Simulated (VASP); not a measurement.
# CdSe (P6_3mc) in VASP: a series of runs, part 2 of 3

VASP 6.6.1.

## 3. Single point, r2SCAN (strain -0.050 along x and y, +0.050 along z)

The input, POSCAR:

```
CdSe
1.0
    4.0835749185      0.0000000000      0.0000000000
   -2.0417874593      3.5364796177      0.0000000000
    0.0000000000      0.0000000000      7.3659600000
Cd Se
2 2
Direct
    0.6666666667      0.3333333333      0.0000000000
    0.3333333333      0.6666666667      0.5000000000
    0.6666666667      0.3333333333      0.3750000000
    0.3333333333      0.6666666667      0.8750000000
```

The input, INCAR.step1:

```
SYSTEM = CdSe
PREC = Accurate
ENCUT = 520
ISMEAR = 0
SIGMA = 0.05
LREAL = .FALSE.
LASPH = .TRUE.
NELM = 60
NBANDS = 26
GGA = PE
ALGO = Normal
EDIFF = 1E-4
LWAVE = .TRUE.
LCHARG = .FALSE.
```

The input, INCAR.step2:

```
SYSTEM = CdSe
PREC = Accurate
ENCUT = 520
EDIFF = 1E-7
ISMEAR = 0
SIGMA = 0.05
LREAL = .FALSE.
LASPH = .TRUE.
NELM = 60
ALGO = Normal
ISIF = 2
LWAVE = .FALSE.
LCHARG = .FALSE.
METAGGA = R2SCAN
LMIXTAU = .TRUE.
NBANDS = 26
ISTART = 1
```

The input, KPOINTS:

```
Automatic mesh
0
G
  6 6 4
  0 0 0
```

Potentials or basis: VASP PAW PBE potentials, release 64 (Cd, Se).

Command:

```sh
cat potpaw_PBE.64/Cd/POTCAR potpaw_PBE.64/Se/POTCAR > POTCAR
cp INCAR.step1 INCAR
mpirun -np 1 vasp_std > vasp.out
cp INCAR.step2 INCAR
mpirun -np 1 vasp_std > vasp.out
```

OUTCAR:

```text
SYSTEM = CdSe
   PREC = Accurate
   ENCUT = 520
   EDIFF = 1E-7
   ISMEAR = 0
   LREAL = .FALSE.
   LASPH = .TRUE.
   NELM = 60
   ISIF = 2
   METAGGA = R2SCAN
   ISTART = 1

 ion  position               nearest neighbor table
   1  0.667  0.333  0.000-   4 2.53   4 2.53   4 2.53   3 2.76
   2  0.333  0.667  0.500-   3 2.53   3 2.53   3 2.53   4 2.76
   3  0.667  0.333  0.375-   2 2.53   2 2.53   2 2.53   1 2.76
   4  0.333  0.667  0.875-   1 2.53   1 2.53   1 2.53   2 2.76

  LATTYP: Found a hexagonal cell.
 ALAT       =     4.0835749185
 C/A-ratio  =     1.8038018518

  Lattice vectors:

 A1 = (   4.0835749185,   0.0000000000,   0.0000000000)
 A2 = (  -2.0417874593,   3.5364796177,   0.0000000000)
 A3 = (   0.0000000000,   0.0000000000,   7.3659600000)

Analysis of symmetry for initial positions (statically):
=====================================================================
 Subroutine PRICEL returns:
 Original cell was already a primitive cell.

 Routine SETGRP: Setting up the symmetry group for a
 hexagonal supercell.

 Subroutine GETGRP returns: Found 12 space group operations
 (whereof  6 operations were pure point group operations)
 out of a pool of 24 trial point group operations.

The static configuration has the point symmetry C_3v.
 The point group associated with its full space group is C_6v.

Analysis of symmetry for dynamics (positions and initial velocities):
=====================================================================
 Subroutine PRICEL returns:
 Original cell was already a primitive cell.

 Routine SETGRP: Setting up the symmetry group for a
 hexagonal supercell.

 Subroutine GETGRP returns: Found 12 space group operations
 (whereof  6 operations were pure point group operations)
 out of a pool of 24 trial point group operations.

The dynamic configuration has the point symmetry C_3v.
 The point group associated with its full space group is C_6v.

 Subroutine INISYM returns: Found 12 space group operations
 (whereof  6 operations are pure point group operations),
 and found     1 'primitive' translations

----------------------------------------------------------------------------------------

                                     Primitive cell

  volume of cell :     106.3754

  direct lattice vectors                    reciprocal lattice vectors
     4.083574919  0.000000000  0.000000000     0.244883471  0.141383538  0.000000000
    -2.041787459  3.536479618  0.000000000     0.000000000  0.282767076  0.000000000
     0.000000000  0.000000000  7.365960000     0.000000000  0.000000000  0.135759629

  length of vectors
     4.083574919  4.083574919  7.365960000     0.282767076  0.282767076  0.135759629

  position of ions in fractional coordinates (direct lattice)
     0.666666667  0.333333333  0.000000000
     0.333333333  0.666666667  0.500000000
     0.666666667  0.333333333  0.375000000
     0.333333333  0.666666667  0.875000000

  ion indices of the primitive-cell ions
   primitive index   ion index
                 1           1
                 2           2
                 3           3
                 4           4

----------------------------------------------------------------------------------------

 KPOINTS: Automatic mesh

Automatic generation of k-mesh.
 Grid dimensions read from file:
 generate k-points for:    6    6    4

 Generating k-lattice:

  Cartesian coordinates                     Fractional coordinates (reciprocal lattice)
     0.040813912  0.023563923  0.000000000     0.166666667 -0.000000000  0.000000000
     0.000000000  0.047127846  0.000000000     0.000000000  0.166666667  0.000000000
     0.000000000  0.000000000  0.033939907     0.000000000  0.000000000  0.250000000

  Length of vectors
     0.047127846  0.047127846  0.033939907

  Shift w.r.t. Gamma in fractional coordinates (k-lattice)
     0.000000000  0.000000000  0.000000000

 Subroutine IBZKPT returns following result:
 ===========================================

 Found     21 irreducible k-points:

 Following reciprocal coordinates:
            Coordinates               Weight
  0.000000  0.000000  0.000000      1.000000
  0.166667  0.000000  0.000000      6.000000
  0.333333  0.000000  0.000000      6.000000
  0.500000  0.000000  0.000000      3.000000
  0.166667  0.166667  0.000000      6.000000
  0.333333  0.166667  0.000000     12.000000
[... 13 lines left out ...]
  0.333333  0.166667  0.500000     12.000000
  0.333333  0.333333  0.500000      2.000000
   k-points           NKPTS =     21   k-points in BZ     NKDIM =     21   number of bands    NBANDS=     26
   number of dos      NEDOS =    301   number of ions     NIONS =      4
   total plane-waves  NPLWV =  50400
   dimension x,y,z NGX =    30 NGY =   30 NGZ =   56
   dimension x,y,z NGXF=    60 NGYF=   60 NGZF=  112
   ions per type =               2   2
   NGX,Y,Z   is equivalent  to a cutoff of  12.21, 12.21, 12.64 a.u.
   NGXF,Y,Z  is equivalent  to a cutoff of  24.43, 24.43, 25.28 a.u.
 SYSTEM =  CdSe
   PREC   = accura    normal or accurate (medium, high low for compatibility)
   ISTART =      1    job   : 0-new  1-cont  2-samecut
   ICHARG =      0    charge: 1-file 2-atom 10-const
   ISPIN  =      1    spin polarized calculation?
   LNONCOLLINEAR =      F non collinear calculations
   LSORBIT =      F    spin-orbit coupling
   LASPH  =      T    aspherical Exc in radial PAW
   ENCUT  =  520.0 eV  38.22 Ry    6.18 a.u.   7.59  7.59 13.70*2*pi/ulx,y,z
   NELM   =     60;   NELMIN=  2; NELMDL=  0     # of ELM steps
   EDIFF  = 0.1E-06   stopping-criterion for ELM
   LREAL  =      F    real-space projection
   EDIFFG = 0.1E-05   stopping-criterion for IOM
   NSW    =      0    number of steps for IOM
   IBRION =     -1    ionic relax: 0-MD 1-quasi-New 2-CG
   NFREE  =      0    steps in history (QN), initial steepest desc. (CG)
   ISIF   =      2    stress and relaxation
   ISYM   =      2    0-nonsym 1-usesym 2-fastsym
   POTIM  = 0.5000    time-step for ionic-motion
   TEBEG  =    0.0;   TEEND  =   0.0 temperature during run
   PSTRESS=    0.0 pullay stress
   NELECT =      36.0000    total number of electrons
   NUPDOWN=      -1.0000    fix difference up-down
   EMIN   =  10.00;   EMAX   =-10.00  energy-range for DOS
   EFERMI =   0.00;   METHOD = LEGACY
   ISMEAR =     0;   SIGMA  =   0.05  broadening in eV -4-tet -1-fermi 0-gaus
   EFERMI_NEDOS =   21; number of points for ismear=-14 and -15
   IALGO  =     38    algorithm
   IMIX   =      4    mixing-type and parameters
     AMIX     =   0.40;   BMIX     =  1.00
     AMIX_MAG =   1.60;   BMIX_MAG =  1.00
  volume/ion in A,a.u.               =      26.59       179.46
  Fermi-wavevector in a.u.,A,eV,Ry     =   1.140850  2.155894 17.708518  1.301539
  Thomas-Fermi vector in A             =   2.277552
   LORBIT       =      0    0 simple, 1 ext, 2 COOP (PROOUT), +10 PAW based schemes
   METAGGA = R2SCAN    functional components
   LHFCALC =     F    Hartree Fock is set to
   AEXX    =    0.0000 exact exchange contribution
   IVDW    =     0    specifies the selected vdW correction
   LEPSILON=     F    determine dielectric tensor
   LRPA    =     F    only Hartree local field effects (RPA)
 non-spin polarized calculation
 Gauss-broadening in eV      SIGMA  =   0.05
  energy-cutoff  :      520.00
  volume of cell :      106.38
 maximum number of plane-waves:      2913
   NGX = 15   NGY = 15   NGZ = 27

 number of electron      36.0000024 magnetization

 Free energy of the ion-electron system (eV)
  ---------------------------------------------------
  ext. energy  EPLUGINS =         0.00000000
  ---------------------------------------------------
  free energy    TOTEN  =       -71.44109950 eV

  energy without entropy =      -71.44109950  energy(sigma->0) =      -71.44109950

 E-fermi :   1.4982     XC(G=0):  -9.6925

 val. band max:        1.2706143569   @ k =   0.0000   0.0000   0.0000
 cond. band min:       2.3183248879   @ k =   0.0000   0.0000   0.0000
 fundamental gap:      1.0477105310
 Fermi energy:         1.4982363702

 k-point     1 :       0.0000    0.0000    0.0000
  band No.  band energies     occupation
      1     -12.2853      2.00000
      2     -11.9454      2.00000
      3      -7.3152      2.00000
      4      -7.3152      2.00000
      5      -7.2574      2.00000
      6      -7.2574      2.00000
[... 598 lines left out ...]
     25      10.7634      0.00000
     26      10.7634      0.00000

------------------------ aborting loop because EDIFF is reached ----------------------------------------

  FORCE on cell =-STRESS in cart. coord.  units (eV):
  Direction    XX          YY          ZZ          XY          YZ          ZX
  --------------------------------------------------------------------------------------
  -------------------------------------------------------------------------------------
  Total        6.5441130      6.5441130     -0.3465450     -0.0000000      0.0000000      0.0000000
  in kB       98.5644562     98.5644562     -5.2195026     -0.0000000      0.0000000      0.0000000
  external PRESSURE =      63.9698033 kB  Pullay stress =       0.0000000 kB

 VOLUME and BASIS-vectors are now :
 -----------------------------------------------------------------------------
  energy-cutoff  :      520.00
  volume of cell :      106.38
      direct lattice vectors                 reciprocal lattice vectors
     4.083574919  0.000000000  0.000000000     0.244883471  0.141383538  0.000000000
    -2.041787459  3.536479618  0.000000000     0.000000000  0.282767076  0.000000000
     0.000000000  0.000000000  7.365960000     0.000000000  0.000000000  0.135759629

 POSITION                                       TOTAL-FORCE (eV/Angst)
 -----------------------------------------------------------------------------------
      2.04179      1.17883      0.00000         0.000000     -0.000000      0.812955
     -0.00000      2.35765      3.68298        -0.000000      0.000000      0.812955
      2.04179      1.17883      2.76223        -0.000000      0.000000     -0.812955
     -0.00000      2.35765      6.44522        -0.000000      0.000000     -0.812955
 -----------------------------------------------------------------------------------
    total drift:                               -0.000000     -0.000000      0.001374

  FREE ENERGIE OF THE ION-ELECTRON SYSTEM (eV)
  ---------------------------------------------------
  free  energy   TOTEN  =       -71.4410994975 eV

  energy  without entropy=      -71.4410994975  energy(sigma->0) =      -71.44109950
```

Run time: 3.3 min. Hardware: 1 thread of Intel Xeon Platinum 8259CL at 2.50GHz (Skylake/Cascade Lake), shared host; peak memory 0.25 GiB.

What came out:

| Quantity | Value |
| --- | --- |
| Free energy | -71.4411 eV |
| Pressure | 6.4 GPa |
| Largest force | 0.813 eV/Å |
| Band gap on the k mesh | 1.05 eV, direct |

Forces in eV/Å, atoms in the order of the input:
```
Cd   0.000  0.000  0.813
Cd   0.000  0.000  0.813
Se   0.000  0.000 -0.813
Se   0.000  0.000 -0.813
```

Levels at points of the mesh, in eV from the valence-band top:
```
           k point  band 15  band 16  band 17  band 18  band 19  band 20  band 21  band 22
(0.00, 0.00, 0.00)    -0.62    -0.53     0.00     0.00     1.05     3.16     5.77     6.70
(0.50, 0.00, 0.00)    -3.01    -1.95    -1.66    -1.03     3.40     3.94     4.60     5.88
(0.00, 0.00, 0.50)    -0.32    -0.32    -0.32    -0.32     3.01     3.01     5.89     5.89
(0.50, 0.00, 0.50)    -1.89    -1.89    -1.52    -1.52     3.03     3.03     5.08     5.08
```

Caveat: the cell differs from its parent crystal (strain -0.050 along x and y, +0.050 along z); the PAW data sets were made with another functional, which shifts forces and pressure a little.

## 4. Single point, r2SCAN (strain +0.000 along x and y, -0.050 along z)

The input, POSCAR:

```
CdSe
1.0
    4.2984999142      0.0000000000      0.0000000000
   -2.1492499571      3.7226101239      0.0000000000
    0.0000000000      0.0000000000      6.6644400000
Cd Se
2 2
Direct
    0.6666666667      0.3333333333      0.0000000000
    0.3333333333      0.6666666667      0.5000000000
    0.6666666667      0.3333333333      0.3750000000
    0.3333333333      0.6666666667      0.8750000000
```

The input, INCAR.step1:

```
ALGO     = Normal         # electronic algorithm
EDIFF    = 1E-4           # SCF threshold, eV
ENCUT    = 520            # plane-wave cutoff, eV
GGA      = PE             # functional
ISMEAR   = 0              # smearing method
LASPH    = True           # aspherical terms in the spheres
LCHARG   = False          # write CHGCAR
LREAL    = False          # projectors in reciprocal space
LWAVE    = True           # write WAVECAR
NBANDS   = 26             # bands
NELM     = 100            # most SCF steps
PREC     = Accurate       # precision mode
SIGMA    = 0.05           # smearing width, eV
```

The input, INCAR.step2:

```
ALGO     = Normal         # electronic algorithm
EDIFF    = 1E-6           # SCF threshold, eV
ENCUT    = 520            # plane-wave cutoff, eV
ISIF     = 2              # what is computed and relaxed
ISMEAR   = 0              # smearing method
ISTART   = 1            
LASPH    = True           # aspherical terms in the spheres
LCHARG   = False          # write CHGCAR
LMIXTAU  = True         
LREAL    = False          # projectors in reciprocal space
LWAVE    = False          # write WAVECAR
METAGGA  = R2SCAN         # meta-GGA
NBANDS   = 26             # bands
NELM     = 100            # most SCF steps
PREC     = Accurate       # precision mode
SIGMA    = 0.05           # smearing width, eV
```

The input, KPOINTS:

```
k-points
0
Gamma
  6 6 4
```

Command:

```sh
cat potpaw_PBE.64/Cd/POTCAR potpaw_PBE.64/Se/POTCAR > POTCAR
cp INCAR.step1 INCAR
mpirun -np 1 vasp_std > vasp.out
cp INCAR.step2 INCAR
mpirun -np 1 vasp_std > vasp.out
```

Wall time 2.5 min (1 thread of Intel Xeon Platinum 8259CL at 2.50GHz (Skylake/Cascade Lake), shared host); peak memory 0.25 GiB.

The run converged. Its results:

| Property | Result |
| --- | --- |
| Free energy | -71.6069 eV |
| Pressure | 5.6 GPa |
| Largest force | 0.661 eV/Å |
| Band gap on the k mesh | 1.28 eV, direct |

Forces in eV/Å, atoms in the order of the input:
```
Cd   0.000  0.000 -0.661
Cd   0.000  0.000 -0.661
Se   0.000  0.000  0.661
Se   0.000  0.000  0.661
```

Stress tensor (GPa, compression positive):
```
 3.26  0.00  0.00
 0.00  3.26  0.00
 0.00  0.00 10.32
```

Levels at points of the mesh, in eV from the valence-band top:
```tsv
k point	band 14	band 15	band 16	band 17	band 18	band 19	band 20	band 21	band 22	band 23
(0.00, 0.00, 0.00)	-1.07	-1.07	-0.07	-0.07	0.00	1.28	2.45	6.14	6.14	7.24
(0.50, 0.00, 0.00)	-3.77	-3.01	-2.25	-1.53	-0.81	3.47	3.84	5.23	6.79	7.14
(0.00, 0.00, 0.50)	-2.71	-0.60	-0.60	-0.60	-0.60	2.85	2.85	6.55	6.55	6.55
(0.50, 0.00, 0.50)	-4.54	-1.59	-1.59	-1.40	-1.40	3.40	3.40	5.38	5.38	8.40
```

Caveat: the cell differs from its parent crystal (strain +0.000 along x and y, -0.050 along z); the PAW data sets were made with another functional, which shifts forces and pressure a little.

[end of part 2 of 3]
